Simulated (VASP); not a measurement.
Set up this calculation in VASP 6.6.1, as the native input.

| Property | Result |
| --- | --- |
| Task | single point |
| Functional | PBE |
| Dispersion | D3(BJ) |
| Potentials or basis | VASP PAW PBE potentials, release 64 (O, H, F) |
| Cutoff | 520 eV |
| k mesh | 1 × 1 × 1 |
| Occupations | fermi-dirac, width 0.05 eV |
| Spin | no spin polarisation |
| Dipole correction | no |
| Further INCAR settings | LREAL = Auto; ALGO = Normal; EDIFF = 1e-06; NBANDS = 66 |

The structure of H21O10F lies in POSCAR:

```
H21O10F
1.0
    6.9382320000      0.0000000000      0.0000000000
    0.0000000000      6.9382320000      0.0000000000
    0.0000000000      0.0000000000      6.9382320000
O H F
10 21 1
Direct
    0.0456888729     -0.0351530476      0.2112065437
    0.5678391844      0.3465003765      0.3977670392
    0.2899009431      0.1491013849      0.6729235921
    0.2526436130      0.4589497728      0.0904120819
    0.0232479975      0.2001374414      0.9143827995
    0.8593111329      0.8091975016      0.5663258306
    0.9562810814      0.5327437883      0.3107131615
    0.4772829735      0.5716009496      0.6962724798
    0.6009744269      0.0910462492      1.0341827716
    0.3315542057      0.8781343720      0.3999866248
    0.0802509919      0.0361187115      0.0874862645
   -0.0504307149     -0.1244409239      0.1713837185
    0.4902689907      0.3812931018      0.2813829229
    0.6033813802      0.2208487695      0.3695321805
    0.3072973057      0.2560738816      0.5850049407
    0.2864995002      0.0327028557      0.5889108349
    0.3172998539      0.5706496987      0.0166613051
    0.1484383918      0.5184461978      0.1770191599
    0.0654057114      0.3123850572      0.9861157713
    0.1110081070      0.1973989916      0.7993102566
    0.8514993445      0.7682648836      0.7021673533
    0.9202056086      0.9294010347      0.5898764988
    0.9472009584      0.6304776202      0.4097585667
    0.8265506256      0.4755678392      0.2981018796
    0.5293135196      0.4937857368      0.5937823930
    0.4137797641      0.6896569616      0.6334899150
    0.7266260338      0.0969699485      0.9681428929
    0.5197865969      0.1227546153      0.9250483408
    0.4492210696      0.8639664975      0.3218255025
    0.2021840723      0.8917113178      0.3199950650
    0.6290651567      0.6146810888      0.8268965350
    0.7652814146      0.6405234071      0.8996672351
```

One way to write it, as run:

INCAR

```
ALGO = Normal ; EDIFF = 1E-6
ENCUT = 520 ; GGA = PE
ISIF = 2 ; ISMEAR = -1
IVDW = 12 ; LASPH = T
LCHARG = F ; LREAL = Auto
LWAVE = F ; NBANDS = 66
NELM = 80 ; PREC = Accurate
SIGMA = 0.05
```

KPOINTS

```
k-points
0
Gamma
  1 1 1
```

Potentials or basis: VASP PAW PBE potentials, release 64 (O, H, F).

Command:

```bash
$ cat potpaw_PBE.64/O/POTCAR potpaw_PBE.64/H/POTCAR potpaw_PBE.64/F/POTCAR > POTCAR
$ mpirun -np 1 vasp_gam > vasp.out
```

It gave:

The pressure is -0.2 GPa, the largest force is 3.028 eV/Å and the band gap on the k mesh is 4.49 eV. The dispersion energy per atom is -0.032 eV.

Caveat: the k points lie up to 0.91 Å⁻¹ apart.

Run time: 31 s on 1 thread of Intel(R) Xeon(R) Platinum 8488C (Sapphire Rapids) (shared host), peak memory 0.36 GiB.
